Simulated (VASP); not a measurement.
**Cr: single point with PBE**

Cr:

```xyz
1
Lattice="-1.4420 1.4275 1.4275 1.4420 -1.4564 1.4564 1.4420 1.4564 -1.4564" Properties=species:S:1:pos:R:3 pbc="T T T"
Cr    0.0000    0.0000    0.0000
```

This cell differs from its parent crystal: strain -0.0200 x Voigt [0, 0, 0, 1, 0, 0].

```yaml
Program: VASP 6.6.1
Task: single point
Functional: PBE
Potentials_or_basis: VASP PAW PBE potentials, release 64 (Cr_pv)
Cutoff: 520 eV
k_mesh: 24 × 24 × 24
Occupations: gaussian, width 0.15 eV
Spin: no spin polarisation
Dipole_correction: no
Further_INCAR_settings: ALGO = Fast; EDIFF = 1e-06; NBANDS = 12
```

```yaml
Pressure: -9.3 GPa
Band_gap_on_the_k_mesh: zero (bands 6 and 7 overlap by 3.00 eV)
```

Stress tensor (GPa, compression positive):
```
-9.27  0.00  0.00
 0.00 -9.30  1.77
 0.00  1.77 -9.30
```

Levels at points of the mesh, in eV from the Fermi level:
```
           k point  band 2  band 3  band 4  band 5  band 6  band 7  band 8  band 9  band 10  band 11
(0.00, 0.00, 0.00)  -42.79  -42.77   -7.73   -0.99   -0.89   -0.77    1.08    1.09     7.07    21.74
(0.50, 0.00, 0.00)  -43.07  -42.81   -4.26   -2.31    1.02    1.21    1.32    2.73     7.06     9.67
(0.00, 0.50, 0.00)  -43.05  -42.79   -4.26   -2.34    1.02    1.07    1.39    2.67     7.06     9.47
(0.00, 0.50, 0.50)  -43.03  -42.78   -4.26   -2.38    0.83    1.13    1.47    2.61     7.06     9.27
(0.50, 0.50, 0.50)  -43.35  -43.33   -4.10   -4.09    2.21    2.30    2.40    7.07    10.22    10.26
```

It took 2.2 min on 1 thread of AMD EPYC 9R45 (Zen 5) (shared host), peak memory 0.33 GiB.

Caveat: the cell differs from its parent crystal (strain -0.0200 x Voigt [0, 0, 0, 1, 0, 0]); the cell stands under tension; the run has no spin polarisation, though such a crystal can be magnetic. Spin polarisation is off, so any magnetic state and its effect on volume and gap are missing.
